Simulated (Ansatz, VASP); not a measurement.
## Two plane-wave programs on MgO

The input POSCAR:

```
MgO
1.0
    0.0000000000      2.1021674155      2.1652324379
    2.1021674155      0.0000000000      2.1652324379
    2.1021674155      2.1021674155      0.0000000000
Mg O
1 1
Direct
    0.0000000000      0.0000000000      0.0000000000
    0.5000000000      0.5000000000      0.5000000000
```

INCAR.step1

```
PREC = Accurate ; ENCUT = 920
ISMEAR = 0 ; SIGMA = 0.01
LREAL = False ; LASPH = True
NELM = 120 ; NBANDS = 15
GGA = PE ; ALGO = Normal
EDIFF = 1E-5 ; LWAVE = True
LCHARG = False ; GGA_COMPAT = False
```

INCAR.step2

```
PREC = Accurate ; ENCUT = 920
EDIFF = 1E-6 ; ISMEAR = 0
SIGMA = 0.01 ; LREAL = False
LASPH = True ; NELM = 120
ALGO = Normal ; ISIF = 2
LWAVE = False ; LCHARG = False
METAGGA = R2SCAN ; LMIXTAU = True
NBANDS = 15 ; ISTART = 1
GGA_COMPAT = False
```

File KPOINTS:

```
Automatic mesh
0
Gamma
  10 10 10
```

Input for Ansatz:

```yaml
crystal:
  lattice:
    - [0.0, 2.1021674155, 2.1652324379]
    - [2.1021674155, 0.0, 2.1652324379]
    - [2.1021674155, 2.1021674155, 0.0]
  atoms:
    - { symbol: Mg, position: [0.0, 0.0, 0.0] }
    - { symbol: O, position: [0.5, 0.5, 0.5] }
kpoints:
  mp_grid: { grid: [10, 10, 10] }
  band_path:
    path:
      - [0.0, 0.0, 0.0]
      - [0.5, 0.0, 0.5]
      - [0.625, 0.25, 0.625]
      - [0.375, 0.375, 0.75]
      - [0.5, 0.5, 0.5]
      - [0.5, 0.25, 0.75]
    npoints: 1
hamiltonian:
  xc: r2scan
scf:
  occupations: { method: fixed }
  n_extra_bands: 4
output:
  forces: true
  stress: true
  eigenvalues: true
```

Change from the starting cell: uniaxial_z strain +3.0%.

Alike in both runs: task single point; functional r2SCAN; k mesh 10 × 10 × 10; no spin polarisation.

```csv
,VASP,Ansatz
version,VASP 6.6.1,Ansatz 0.2.0
potentials or method,"VASP PAW PBE potentials, release 64 (Mg_sv, O)","plane waves, PAW"
plane-wave cutoff (eV),920,500
occupations,"gaussian, width 0.01 eV",fixed
valence electrons in the cell,16,16
```

VASP gave:

* gap on the k mesh at the Fermi level (eV): 5.36
* pressure (GPa): -3.8
* traceless stress, the component that is largest in VASP (GPa): -3.36

Problem. Which values does Ansatz return?

Solution. gap on the k mesh at the Fermi level (eV): 5.34; pressure (GPa): -4.4; traceless stress, the component that is largest in VASP (GPa): -3.39.

VASP's potentials were made for PBE, not for r2SCAN.
